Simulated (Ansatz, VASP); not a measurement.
Mg, level by level in two programs

```
CELL_PARAMETERS angstrom
3.17683 0.00000 0.00000
-1.58841 2.75121 0.00000
0.00000 0.00000 10.31886
ATOMIC_POSITIONS crystal
Mg 0.66667 0.33333 0.75000
Mg 0.00000 0.00000 0.50000
Mg 0.33333 0.66667 0.25000
Mg 0.00000 0.00000 0.00000
```

Single points on this cell with VASP 6.6.1 and Ansatz 0.2.0. Each row is one pair of runs. Alike in all rows: spin: off; VASP's potentials, cutoff: VASP PAW PBE potentials, release 64 (Mg), 520 eV; Ansatz's potentials, cutoff: Ansatz PAW, 420 eV.

| level | k mesh | smearing | gap on the k mesh at the Fermi level (eV), VASP | gap on the k mesh at the Fermi level (eV), Ansatz | pressure (GPa), VASP | pressure (GPa), Ansatz |
| --- | --- | --- | --- | --- | --- | --- |
| PBE | 10 × 10 × 3 | gaussian, width 0.011 eV | none | none | 0.8 | 1.0 |
| PBE0 | 5 × 5 × 2 | fermi-dirac, width 0.05 eV | none | none | 0.2 | 0.4 |
| PBEsol-based global hybrid | 5 × 5 × 2 | fermi-dirac, width 0.05 eV | ? | none | ? | -0.1 |

Q: Fill in what VASP gave in row 3.

A: gap on the k mesh at the Fermi level (eV): none; pressure (GPa): -0.3.

VASP's potentials hold 8 valence electrons a cell and Ansatz's 40, so a difference there can come from the potentials and not from the codes.

A gap of «none» marks a metal or a gap that the smearing closes.

The k mesh is coarse in some rows, so the values compare programs but aren't converged.
